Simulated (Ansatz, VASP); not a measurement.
# Two plane-wave programs on TiSnS4

```
Ti Sn S
1.0
     3.59452    0.00000    0.00000
    -1.79726    3.11295    0.00000
     0.00000    0.00000   12.71633
Ti Sn S
1 1 4
Cartesian
  0.0000 0.0000 0.0000
  0.0000 0.0000 6.3582
  0.0000 2.0753 1.3387
  1.7973 1.0376 11.3777
  1.7973 1.0376 4.8516
  0.0000 2.0753 7.8647
```

Alike in both runs: functional PBE; k mesh 4 × 4 × 1; occupations gaussian, width 0.15 eV; collinear spin.

Ansatz relaxed the structure, and its values are those at the end. VASP's run is a single point on that final structure, the one shown.

```csv
,VASP,Ansatz
version,VASP 6.6.1,Ansatz 0.2.0
potentials or method,"VASP PAW PBE potentials, release 64 (Ti_sv, Sn_d, S), cutoff 520 eV","scalar-relativistic, plane waves, PAW"
valence electrons in the cell,50,50
```

VASP gave:

| Quantity | Value |
| --- | --- |
| gap on the k mesh at the Fermi level (eV) | 0.49 |
| least direct gap on the mesh (eV) | 0.52 |
| pressure (GPa) | 0.2 |
| rms of the force components (eV/Å) | 0.015 |
| net moment per atom (μB) | 0.00 |

**Question.** Estimate Ansatz's values.

**Answer.** gap on the k mesh at the Fermi level (eV): 0.49; least direct gap on the mesh (eV): 0.53; pressure (GPa): 0.3; rms of the force components (eV/Å): 0.018; net moment per atom (μB): 0.00.

Ansatz's warnings: seeded moment not kept.

The k mesh is coarse, so the values compare programs but aren't converged.
